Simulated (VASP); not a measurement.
# HfN (F-43m) in VASP: notebook

The runs below take HfN through single point, with PBEsol+D3(BJ).

Everything below comes from runs of VASP 6.6.1. Logs are shortened: lines on timing, memory, paths and dates and some standing lists are left out, and cuts for length are marked.

## 1. The cell of the first run

Symmetry: F-43m, No. 216, cubic system. The conventional cell has a = 4.910 Å, b = 4.910 Å, c = 4.910 Å, α = 90.00°, β = 90.00°, γ = 90.00°. Within 2.8 Å of Hf (site symmetry -43m) lie 4 N at 2.13 Å. Within 2.8 Å of N (site symmetry -43m) lie 4 Hf at 2.13 Å.

## 2. Single point, PBEsol+D3(BJ)

Contents of INCAR:

```
SYSTEM = HfN
PREC = Accurate
ENCUT = 520
EDIFF = 1E-6
ISMEAR = -1
SIGMA = 0.05
LREAL = .False.
LASPH = .True.
NELM = 80
ALGO = Normal
ISIF = 2
LWAVE = .False.
LCHARG = .False.
GGA = PS
IVDW = 12
NBANDS = 14
```

Contents of KPOINTS:

```
regular mesh
0
Gamma
  11 11 11
  0 0 0
```

Contents of POSCAR:

```
HfN
1.0
    0.0000000000      2.4548220000      2.4548220000
    2.4548220000      0.0000000000      2.4548220000
    2.4548220000      2.4548220000      0.0000000000
Hf N
1 1
Direct
    0.0000000000      0.0000000000      0.0000000000
    0.7500000000      0.7500000000      0.7500000000
```

Potentials or basis: VASP PAW PBE potentials, release 64 (Hf_pv, N).

Run with:

```console
> cat potpaw_PBE.64/Hf_pv/POTCAR potpaw_PBE.64/N/POTCAR > POTCAR
> mpirun -np 1 vasp_std > vasp.out
```

OUTCAR:

```text
SYSTEM = HfN
   PREC = Accurate
   ENCUT = 520
   EDIFF = 1E-6
   ISMEAR = -1
   LREAL = .False.
   LASPH = .True.
   NELM = 80
   ISIF = 2
   GGA = PS
   IVDW = 12
 IVDW          = 12

 ion  position               nearest neighbor table
   1  0.000  0.000  0.000-   2 2.13   2 2.13   2 2.13   2 2.13
   2  0.750  0.750  0.750-   1 2.13   1 2.13   1 2.13   1 2.13

  LATTYP: Found a face centered cubic cell.
 ALAT       =     4.9096440000

  Lattice vectors:

 A1 = (   0.0000000000,   2.4548220000,   2.4548220000)
 A2 = (   2.4548220000,   0.0000000000,   2.4548220000)
 A3 = (   2.4548220000,   2.4548220000,   0.0000000000)

Analysis of symmetry for initial positions (statically):
=====================================================================
 Subroutine PRICEL returns:
 Original cell was already a primitive cell.

 Routine SETGRP: Setting up the symmetry group for a
 face centered cubic supercell.

 Subroutine GETGRP returns: Found 24 space group operations
 (whereof 24 operations were pure point group operations)
 out of a pool of 48 trial point group operations.

The static configuration has the point symmetry T_d .

Analysis of symmetry for dynamics (positions and initial velocities):
=====================================================================
 Subroutine PRICEL returns:
 Original cell was already a primitive cell.

 Routine SETGRP: Setting up the symmetry group for a
 face centered cubic supercell.

 Subroutine GETGRP returns: Found 24 space group operations
 (whereof 24 operations were pure point group operations)
 out of a pool of 48 trial point group operations.

The dynamic configuration has the point symmetry T_d .

 Subroutine INISYM returns: Found 24 space group operations
 (whereof 24 operations are pure point group operations),
 and found     1 'primitive' translations

----------------------------------------------------------------------------------------

                                     Primitive cell

  volume of cell :      29.5863

  direct lattice vectors                    reciprocal lattice vectors
     0.000000000  2.454822000  2.454822000    -0.203680756  0.203680756  0.203680756
     2.454822000  0.000000000  2.454822000     0.203680756 -0.203680756  0.203680756
     2.454822000  2.454822000  0.000000000     0.203680756  0.203680756 -0.203680756

  length of vectors
     3.471642566  3.471642566  3.471642566     0.352785417  0.352785417  0.352785417

  position of ions in fractional coordinates (direct lattice)
     0.000000000  0.000000000  0.000000000
     0.750000000  0.750000000  0.750000000

  ion indices of the primitive-cell ions
   primitive index   ion index
                 1           1
                 2           2

----------------------------------------------------------------------------------------

 KPOINTS: regular mesh

Automatic generation of k-mesh.
 Grid dimensions read from file:
 generate k-points for:   11   11   11

 Generating k-lattice:

  Cartesian coordinates                     Fractional coordinates (reciprocal lattice)
    -0.018516432  0.018516432  0.018516432     0.090909091  0.000000000  0.000000000
     0.018516432 -0.018516432  0.018516432     0.000000000  0.090909091  0.000000000
     0.018516432  0.018516432 -0.018516432     0.000000000  0.000000000  0.090909091

  Length of vectors
     0.032071402  0.032071402  0.032071402

  Shift w.r.t. Gamma in fractional coordinates (k-lattice)
     0.000000000  0.000000000  0.000000000

 Subroutine IBZKPT returns following result:
 ===========================================

 Found     56 irreducible k-points:

 Following reciprocal coordinates:
            Coordinates               Weight
  0.000000  0.000000  0.000000      1.000000
  0.090909  0.000000  0.000000      8.000000
  0.181818  0.000000  0.000000      8.000000
  0.272727  0.000000  0.000000      8.000000
  0.363636  0.000000  0.000000      8.000000
  0.454545  0.000000  0.000000      8.000000
[... 16 lines left out ...]
 -0.272727  0.181818  0.000000     24.000000
 -0.181818  0.181818  0.000000     12.000000
 [... further k-points ...]
   k-points           NKPTS =     56   k-points in BZ     NKDIM =     56   number of bands    NBANDS=     14
   number of dos      NEDOS =    301   number of ions     NIONS =      2
   total plane-waves  NPLWV =  21952
   dimension x,y,z NGX =    28 NGY =   28 NGZ =   28
   dimension x,y,z NGXF=    56 NGYF=   56 NGZF=   56
   ions per type =               1   1
   NGX,Y,Z   is equivalent  to a cutoff of  13.41, 13.41, 13.41 a.u.
   NGXF,Y,Z  is equivalent  to a cutoff of  26.82, 26.82, 26.82 a.u.
 SYSTEM =  HfN
   PREC   = accura    normal or accurate (medium, high low for compatibility)
   ISTART =      0    job   : 0-new  1-cont  2-samecut
   ICHARG =      2    charge: 1-file 2-atom 10-const
   ISPIN  =      1    spin polarized calculation?
   LNONCOLLINEAR =      F non collinear calculations
   LSORBIT =      F    spin-orbit coupling
   LASPH  =      T    aspherical Exc in radial PAW
   ENCUT  =  520.0 eV  38.22 Ry    6.18 a.u.   6.45  6.45  6.45*2*pi/ulx,y,z
   NELM   =     80;   NELMIN=  2; NELMDL= -5     # of ELM steps
   EDIFF  = 0.1E-05   stopping-criterion for ELM
   LREAL  =      F    real-space projection
   EDIFFG = 0.1E-04   stopping-criterion for IOM
   NSW    =      0    number of steps for IOM
   IBRION =     -1    ionic relax: 0-MD 1-quasi-New 2-CG
   NFREE  =      0    steps in history (QN), initial steepest desc. (CG)
   ISIF   =      2    stress and relaxation
   ISYM   =      2    0-nonsym 1-usesym 2-fastsym
   POTIM  = 0.5000    time-step for ionic-motion
   TEBEG  =    0.0;   TEEND  =   0.0 temperature during run
   PSTRESS=    0.0 pullay stress
   NELECT =      15.0000    total number of electrons
   NUPDOWN=      -1.0000    fix difference up-down
   EMIN   =  10.00;   EMAX   =-10.00  energy-range for DOS
   EFERMI =   0.00;   METHOD = LEGACY
   ISMEAR =    -1;   SIGMA  =   0.05  broadening in eV -4-tet -1-fermi 0-gaus
   EFERMI_NEDOS =   21; number of points for ismear=-14 and -15
   IALGO  =     38    algorithm
   IMIX   =      4    mixing-type and parameters
     AMIX     =   0.40;   BMIX     =  1.00
     AMIX_MAG =   1.60;   BMIX_MAG =  1.00
  volume/ion in A,a.u.               =      14.79        99.83
  Fermi-wavevector in a.u.,A,eV,Ry     =   1.305395  2.466839 23.185087  1.704056
  Thomas-Fermi vector in A             =   2.436267
   LORBIT       =      0    0 simple, 1 ext, 2 COOP (PROOUT), +10 PAW based schemes
   GGA     = PS    functional components
   LHFCALC =     F    Hartree Fock is set to
   AEXX    =    0.0000 exact exchange contribution
   IVDW    =    12    specifies the selected vdW correction
   LEPSILON=     F    determine dielectric tensor
   LRPA    =     F    only Hartree local field effects (RPA)
 non-spin polarized calculation
  energy-cutoff  :      520.00
  volume of cell :       29.59
 maximum number of plane-waves:       821
 NGX is ok and might be reduce to    28
   NGX = 13   NGY = 13   NGZ = 13

 number of electron      15.0000001 magnetization

 Free energy of the ion-electron system (eV)
  ---------------------------------------------------
  ext. energy  EPLUGINS =         0.00000000
  ---------------------------------------------------
  free energy    TOTEN  =       -22.25746817 eV

  energy without entropy =      -22.25339630  energy(sigma->0) =      -22.25543224

 E-fermi :   5.5653     XC(G=0): -11.3971

 val. band max:        5.4978559201   @ k =   0.4545   0.2727   0.0909
 cond. band min:       5.7688221683   @ k =   0.2727   0.1818   0.0000
 fundamental gap:      0.2709662482
 Fermi energy:         5.5652675952

 k-point     1 :       0.0000    0.0000    0.0000
  band No.  band energies     occupation
      1     -25.4568      2.00000
      2     -25.4568      2.00000
      3     -25.4568      2.00000
      4     -10.4985      2.00000
      5       0.1489      2.00000
      6       0.1489      2.00000
      7       0.1489      2.00000
      8       4.8706      2.00000
      9       7.8036      0.00000
     10       7.8036      0.00000
     11      12.1874      0.00000
     12      12.1874      0.00000
     13      12.1874      0.00000
     14      17.9075      0.00000

 k-point     2 :       0.0909    0.0000    0.0000
  band No.  band energies     occupation
      1     -25.4963      2.00000
      2     -25.4618      2.00000
      3     -25.4618      2.00000
      4     -10.3997      2.00000
      5      -0.0361      2.00000
      6       0.2091      2.00000
      7       0.2091      2.00000
      8       5.3185      1.98574
      9       7.6661      0.00000
     10       7.6661      0.00000
     11      11.9648      0.00000
     12      12.3818      0.00000
     13      12.3818      0.00000
     14      17.5227      0.00000

 k-point     3 :       0.1818    0.0000    0.0000
  band No.  band energies     occupation
      1     -25.6005      2.00000
      2     -25.4753      2.00000
      3     -25.4753      2.00000
      4     -10.1423      2.00000
      5      -0.3498      2.00000
      6       0.3619      2.00000
      7       0.3619      2.00000
      8       6.3295      0.00000
      9       7.4449      0.00000
     10       7.4449      0.00000
     11      11.4929      0.00000
     12      12.6425      0.00000
     13      12.6425      0.00000
     14      15.5045      0.00000
[... 324 lines left out ...]
 k-point    23 :      -0.2727    0.1818    0.0000
  band No.  band energies     occupation
      1     -25.8050      2.00000
      2     -25.6014      2.00000
      3     -25.5094      2.00000
      4      -9.4578      2.00000
      5      -0.3068      2.00000
      6       0.5332      2.00000
      7       0.8193      2.00000
      8       6.8740      0.00000
      9       7.0558      0.00000
     10       8.1514      0.00000
     11      10.9957      0.00000
     12      11.9676      0.00000
     13      12.6396      0.00000
     14      14.5056      0.00000

 k-point    24 :      -0.1818    0.1818    0.0000
  band No.  band energies     occupation
      1     -25.7256      2.00000
      2     -25.5609      2.00000
      3     -25.4896      2.00000
      4      -9.7110      2.00000
      5      -0.5162      2.00000
      6       0.5763      2.00000
      7       0.6187      2.00000
      8       6.7419      0.00000
      9       7.4041      0.00000
     10       7.9439      0.00000
     11      10.8645      0.00000
     12      12.2288      0.00000
     13      12.9803      0.00000
     14      14.7569      0.00000

 [... further k-points ...]

------------------------ aborting loop because EDIFF is reached ----------------------------------------

 Edisp (eV)   -0.60274

 E8    (eV) :    -0.4228

  FORCE on cell =-STRESS in cart. coord.  units (eV):
  Direction    XX          YY          ZZ          XY          YZ          ZX
  --------------------------------------------------------------------------------------
  -------------------------------------------------------------------------------------
  Total      -1.69724    -1.69724    -1.69724     0.00000    -0.00000     0.00000
  in kB     -91.91025   -91.91025   -91.91025     0.00000    -0.00000     0.00000
  external pressure =      -91.91 kB  Pullay stress =        0.00 kB

 VOLUME and BASIS-vectors are now :
 -----------------------------------------------------------------------------
  energy-cutoff  :      520.00
  volume of cell :       29.59
      direct lattice vectors                 reciprocal lattice vectors
     0.000000000  2.454822000  2.454822000    -0.203680756  0.203680756  0.203680756
     2.454822000  0.000000000  2.454822000     0.203680756 -0.203680756  0.203680756
     2.454822000  2.454822000  0.000000000     0.203680756  0.203680756 -0.203680756

 POSITION                                       TOTAL-FORCE (eV/Angst)
 -----------------------------------------------------------------------------------
      0.00000      0.00000      0.00000         0.000000      0.000000      0.000000
      3.68223      3.68223      3.68223        -0.000000     -0.000000     -0.000000
 -----------------------------------------------------------------------------------
    total drift:                                0.000000      0.000000      0.000000

  FREE ENERGIE OF THE ION-ELECTRON SYSTEM (eV)
  ---------------------------------------------------
  free  energy   TOTEN  =       -22.8602085763 eV

  energy  without entropy=      -22.8561367097  energy(sigma->0) =      -22.85817264
```

Wall time 48 s (1 thread of Intel Xeon 8259CL, shared host); peak memory 0.18 GiB.

What came out:

```yaml
Free_energy: -22.8602 eV
Pressure: -9.2 GPa
Dispersion_energy_per_atom: -0.301 eV
```

Levels at points of the mesh, in eV from the Fermi level:
```
           k point  band 5  band 6  band 7  band 8  band 9  band 10
(0.00, 0.00, 0.00)   -5.42   -5.42   -5.42   -0.69    2.24     2.24
```

Caveat: the PAW data sets were made with another functional, which shifts forces and pressure a little; spin-orbit coupling is left out, which moves the levels of the heavy elements; pairwise dispersion overbinds metals, which lowers pressure and volume.

(Part 1 of 2 ends here.)
